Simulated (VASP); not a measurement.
A run of VASP 6.6.1 is set up as follows.

POSCAR

```
MgO
1.0
    0.0000000000      2.1021674158      2.1021674158
    2.1547216012      0.0000000000      2.1021674158
    2.1547216012      2.1021674158      0.0000000000
Mg O
1 1
Direct
    0.0000000000      0.0000000000      0.0000000000
    0.5000000000      0.5000000000      0.5000000000
```

The input INCAR.step1:

```
SYSTEM = MgO
PREC = Accurate ; ENCUT = 750
ISMEAR = 0 ; SIGMA = 0.01
LREAL = .False. ; LASPH = .True.
NELM = 120 ; NBANDS = 15
GGA = PE ; ALGO = Normal
EDIFF = 1E-5 ; LWAVE = .True.
LCHARG = .False. ; GGA_COMPAT = .False.
```

INCAR.step2

```
SYSTEM = MgO
PREC = Accurate ; ENCUT = 750
EDIFF = 1E-6 ; ISMEAR = 0
SIGMA = 0.01 ; LREAL = .False.
LASPH = .True. ; NELM = 120
ALGO = Normal ; ISIF = 2
LWAVE = .False. ; LCHARG = .False.
METAGGA = R2SCAN ; LMIXTAU = .True.
NBANDS = 15 ; ISTART = 1
GGA_COMPAT = .False.
```

File KPOINTS:

```
Automatic mesh
0
Gamma
  10 10 10
  0 0 0
```

Potentials or basis: VASP PAW PBE potentials, release 64 (Mg_sv, O).

Run with:

```console
$ cat potpaw_PBE.64/Mg_sv/POTCAR potpaw_PBE.64/O/POTCAR > POTCAR
$ cp INCAR.step1 INCAR
$ mpirun -np 1 vasp_std > vasp.out
$ cp INCAR.step2 INCAR
$ mpirun -np 1 vasp_std > vasp.out
```

Problem. Estimate the band gap on the k mesh.

Solution. 5.42 eV.

Problem. Estimate the pressure.

Solution. -3.7 GPa.

Stress tensor (GPa, compression positive):
```
-6.66  0.00  0.00
 0.00 -2.23  0.00
 0.00  0.00 -2.23
```

Caveat: the cell differs from its parent crystal (uniaxial x strain +2.5%); the cell stands under tension; the PAW data sets were made with another functional, which shifts forces and pressure a little.
